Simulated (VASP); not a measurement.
# SrO (Fm-3m) in VASP: a series of runs, part 2 of 3

VASP 6.6.1. Earlier steps stand in the parts before.

## 3. Elastic constants, PBEsol

INCAR reads:

```
SYSTEM = SrO
  PREC = Accurate
  ENCUT = 600
  EDIFF = 1E-8
  ISMEAR = -1
  SIGMA = 0.05
  LREAL = .False.
  LASPH = .True.
  NELM = 60
  ALGO = Normal
  ISIF = 3
  LWAVE = .False.
  LCHARG = .False.
  GGA = PS
  NBANDS = 15
  IBRION = 6
  NFREE = 2
  POTIM = 0.015
  NSW = 1
```

KPOINTS reads:

```
regular mesh
0
Gamma
  7 7 7
  0 0 0
```

POSCAR reads:

```
SrO
1.0
    0.0000000000      2.5663000000      2.5663000000
    2.5663000000      0.0000000000      2.5663000000
    2.5663000000      2.5663000000      0.0000000000
Sr O
1 1
Direct
    0.5000000000      0.5000000000      0.5000000000
    0.0000000000      0.0000000000      0.0000000000
```

Potentials or basis: VASP PAW PBE potentials, release 64 (Sr_sv, O).

The run is started by

```console
$ cat potpaw_PBE.64/Sr_sv/POTCAR potpaw_PBE.64/O/POTCAR > POTCAR
$ mpirun -np 1 vasp_std > vasp.out
```

OUTCAR:

```text
SYSTEM = SrO
   PREC = Accurate
   ENCUT = 600
   EDIFF = 1E-8
   ISMEAR = -1
   LREAL = .False.
   LASPH = .True.
   NELM = 60
   ISIF = 3
   GGA = PS
   IBRION = 6
   NFREE = 2
   POTIM = 0.015
   NSW = 1

 ion  position               nearest neighbor table
   1  0.500  0.500  0.500-   2 2.57   2 2.57   2 2.57   2 2.57   2 2.57   2 2.57
   2  0.000  0.000  0.000-   1 2.57   1 2.57   1 2.57   1 2.57   1 2.57   1 2.57

  LATTYP: Found a face centered cubic cell.
 ALAT       =     5.1326000000

  Lattice vectors:

 A1 = (   0.0000000000,   2.5663000000,   2.5663000000)
 A2 = (   2.5663000000,   0.0000000000,   2.5663000000)
 A3 = (   2.5663000000,   2.5663000000,   0.0000000000)

Analysis of symmetry for initial positions (statically):
=====================================================================
 Subroutine PRICEL returns:
 Original cell was already a primitive cell.

 Routine SETGRP: Setting up the symmetry group for a
 face centered cubic supercell.

 Subroutine GETGRP returns: Found 48 space group operations
 (whereof 48 operations were pure point group operations)
 out of a pool of 48 trial point group operations.

The static configuration has the point symmetry O_h .

Analysis of symmetry for dynamics (positions and initial velocities):
=====================================================================
 Subroutine PRICEL returns:
 Original cell was already a primitive cell.

 Routine SETGRP: Setting up the symmetry group for a
 face centered cubic supercell.

 Subroutine GETGRP returns: Found 48 space group operations
 (whereof 48 operations were pure point group operations)
 out of a pool of 48 trial point group operations.

The dynamic configuration has the point symmetry O_h .

 Subroutine INISYM returns: Found 48 space group operations
 (whereof 48 operations are pure point group operations),
 and found     1 'primitive' translations

----------------------------------------------------------------------------------------

                                     Primitive cell

  volume of cell :      33.8028

  direct lattice vectors                    reciprocal lattice vectors
     0.000000000  2.566300000  2.566300000    -0.194833028  0.194833028  0.194833028
     2.566300000  0.000000000  2.566300000     0.194833028 -0.194833028  0.194833028
     2.566300000  2.566300000  0.000000000     0.194833028  0.194833028 -0.194833028

  length of vectors
     3.629296265  3.629296265  3.629296265     0.337460704  0.337460704  0.337460704

  position of ions in fractional coordinates (direct lattice)
     0.500000000  0.500000000  0.500000000
     0.000000000  0.000000000  0.000000000

  ion indices of the primitive-cell ions
   primitive index   ion index
                 1           1
                 2           2

----------------------------------------------------------------------------------------
[... 302 lines left out ...]
  free energy    TOTEN  =       -12.64090622 eV

  energy without entropy =      -12.64090622  energy(sigma->0) =      -12.64090622

 E-fermi :   2.5323     XC(G=0): -10.3033

 val. band max:        1.5129418906   @ k =   0.0000   0.0000   0.0000
 cond. band min:       4.7631584788   @ k =   0.0000   0.4286   0.4286
 fundamental gap:      3.2502165882
 Fermi energy:         2.5323304083

 k-point     1 :       0.0000    0.0000    0.0000
  band No.  band energies     occupation
      1     -30.7038      2.00000
      2     -13.4919      2.00000
      3     -12.3506      2.00000
      4     -12.3506      2.00000
      5     -12.3501      2.00000
      6       1.5128      2.00000
      7       1.5128      2.00000
      8       1.5129      2.00000
      9       5.3754      0.00000
     10       7.6880      0.00000
     11       7.6889      0.00000
     12       7.6889      0.00000
     13       9.8954      0.00000
     14       9.8969      0.00000
[... 401 lines left out ...]
      2     -14.8838      2.00000
      3     -12.6179      2.00000
      4     -12.4697      2.00000
      5     -11.3404      2.00000
      6      -0.4156      2.00000
      7       0.4403      2.00000
      8       0.5721      2.00000
      9       7.9716      0.00000
     10       8.7748      0.00000
     11      10.4972      0.00000
     12      10.9583      0.00000
     13      13.3140      0.00000
     14      13.8908      0.00000
     15      15.3493      0.00000

 [... further k-points ...]

------------------------ aborting loop because EDIFF is reached ----------------------------------------

  FORCE on cell =-STRESS in cart. coord.  units (eV):
  Direction    XX          YY          ZZ          XY          YZ          ZX
  --------------------------------------------------------------------------------------
  -------------------------------------------------------------------------------------
  Total        0.0034677     -0.0022289     -0.0022289     -0.0000000      0.0000000      0.0000000
  in kB        0.1643592     -0.1056466     -0.1056466     -0.0000000      0.0000000      0.0000000
  external PRESSURE =      -0.0156446 kB  Pullay stress =       0.0000000 kB
[... 17 lines left out ...]
  FREE ENERGIE OF THE ION-ELECTRON SYSTEM (eV)
  ---------------------------------------------------
  free  energy   TOTEN  =       -12.6409062205 eV

  energy  without entropy=      -12.6409062204  energy(sigma->0) =      -12.64090622

 INTERNAL STRAIN TENSORS FROM STRAINED CELLS
 ============================================

 INTERNAL STRAIN TENSOR FOR ION    1 for displacements in x,y,z  (eV/Angst):
          X           Y           Z          XY          YZ          ZX
  --------------------------------------------------------------------------------
  x    -0.00000    -0.00000     0.00000     0.00000    -0.00000     0.00000
  y     0.00000     0.00000    -0.00000     0.00000     0.00000     0.00000
  z     0.00000     0.00000    -0.00000    -0.00000     0.00000    -0.00000

 INTERNAL STRAIN TENSORS FROM DISPLACED ATOMS
 ============================================

 INTERNAL STRAIN TENSOR FOR ION    1 for displacements in x,y,z  (eV/Angst):
          X           Y           Z          XY          YZ          ZX
  --------------------------------------------------------------------------------
  x     0.00000     0.00000     0.00000     0.00000     0.00000     0.00000
  y     0.00000     0.00000     0.00000     0.00000     0.00000     0.00000
  z     0.00000     0.00000     0.00000     0.00000     0.00000     0.00000

 INTERNAL STRAIN TENSOR FOR ION    2 for displacements in x,y,z  (eV/Angst):
          X           Y           Z          XY          YZ          ZX
  --------------------------------------------------------------------------------
  x     0.00000     0.00000     0.00000     0.00000     0.00000     0.00000
  y     0.00000     0.00000     0.00000     0.00000     0.00000     0.00000
  z     0.00000     0.00000     0.00000     0.00000     0.00000     0.00000

 Eigenvectors and eigenvalues of the dynamical matrix
 ----------------------------------------------------

   1 f  =    6.184008 THz    38.855271 2PiTHz  206.276318 cm-1    25.574992 meV
             X         Y         Z           dx          dy          dz
      2.566300  2.566300  2.566300     0.335901    0.204591    0.000000
      0.000000  0.000000  0.000000    -0.785224   -0.478265    0.000000
[... 21 lines left out ...]
   6 f/i=    0.002365 THz     0.014861 2PiTHz    0.078894 cm-1     0.009782 meV
             X         Y         Z           dx          dy          dz
      2.566300  2.566300  2.566300     0.909373   -0.129286   -0.040479
      0.000000  0.000000  0.000000     0.389009   -0.055306   -0.017316

--------------------------------------------------------------------------------------------------------

 ELASTIC MODULI CONTR FROM IONIC RELAXATION (kBar)
 Direction    XX          YY          ZZ          XY          YZ          ZX
 --------------------------------------------------------------------------------
 XX           0.0000      0.0000      0.0000      0.0000      0.0000      0.0000
 YY           0.0000      0.0000      0.0000      0.0000      0.0000      0.0000
 ZZ           0.0000      0.0000      0.0000      0.0000      0.0000      0.0000
 XY           0.0000      0.0000      0.0000      0.0000      0.0000      0.0000
 YZ           0.0000      0.0000      0.0000      0.0000      0.0000      0.0000
 ZX           0.0000      0.0000      0.0000      0.0000      0.0000      0.0000
 --------------------------------------------------------------------------------

 TOTAL ELASTIC MODULI (kBar)
 Direction    XX          YY          ZZ          XY          YZ          ZX
 --------------------------------------------------------------------------------
 XX        1857.6337    476.1524    476.1524     -0.0000     -0.0000      0.0000
 YY         476.1524   1857.6337    476.1524      0.0000      0.0000     -0.0000
 ZZ         476.1524    476.1524   1857.6337     -0.0000     -0.0000     -0.0000
 XY          -0.0000      0.0000     -0.0000    546.1962      0.0000      0.0000
 YZ          -0.0000      0.0000     -0.0000      0.0000    546.1962      0.0000
 ZX           0.0000     -0.0000     -0.0000      0.0000      0.0000    546.1962
 --------------------------------------------------------------------------------
```

OSZICAR:

```text
N       E                     dE             d eps       ncg     rms          rms(c)
DAV:   1     0.647191973889E+02    0.64719E+02   -0.84619E+03   600   0.113E+03
[... 209 lines left out ...]
DAV:   2    -0.126413359648E+02   -0.14937E-02   -0.24706E-02  1459   0.109E+00    0.310E-01
DAV:   3    -0.126409269616E+02    0.40900E-03   -0.64126E-04  1383   0.225E-01    0.123E-01
DAV:   4    -0.126409076045E+02    0.19357E-04   -0.22843E-04  1382   0.120E-01    0.261E-02
DAV:   5    -0.126409070695E+02    0.53499E-06   -0.20011E-05  1312   0.344E-02    0.140E-02
DAV:   6    -0.126409062554E+02    0.81406E-06   -0.32619E-06  1431   0.202E-02    0.598E-03
DAV:   7    -0.126409062199E+02    0.35491E-07   -0.69024E-07  1347   0.685E-03    0.207E-03
DAV:   8    -0.126409062205E+02   -0.53910E-09   -0.18295E-08  1352   0.137E-03
  17 F= -.12640906E+02 E0= -.12640906E+02  d E =-.745136E-10
```

It took 12 min on 1 thread of Intel Xeon 8259CL, shared host; peak memory 0.26 GiB.

Results:

```
Elastic constants C11, C12, C44                         : 186, 48, 55 GPa
Voigt bulk modulus                                      : 94 GPa
Highest phonon frequency at Γ, LO-TO splitting left out : 206 cm⁻¹
```

Phonon frequencies in cm⁻¹ (negative: imaginary):
```
              q point        frequencies
(0.000, 0.000, 0.000)  0 0 0 206 206 206
```

Elastic tensor in Voigt notation (GPa, in the Cartesian axes of the cell as first typed):
```
186  48  48   0   0   0
 48 186  48   0   0   0
 48  48 186   0   0   0
  0   0   0  55   0   0
  0   0   0   0  55   0
  0   0   0   0   0  55
```

Clamped-ion elastic tensor (GPa):
```
186  48  48   0   0   0
 48 186  48   0   0   0
 48  48 186   0   0   0
  0   0   0  55   0   0
  0   0   0   0  55   0
  0   0   0   0   0  55
```

Caveat: the PAW data sets were made with another functional, which shifts forces and pressure a little.

[end of part 2 of 3]
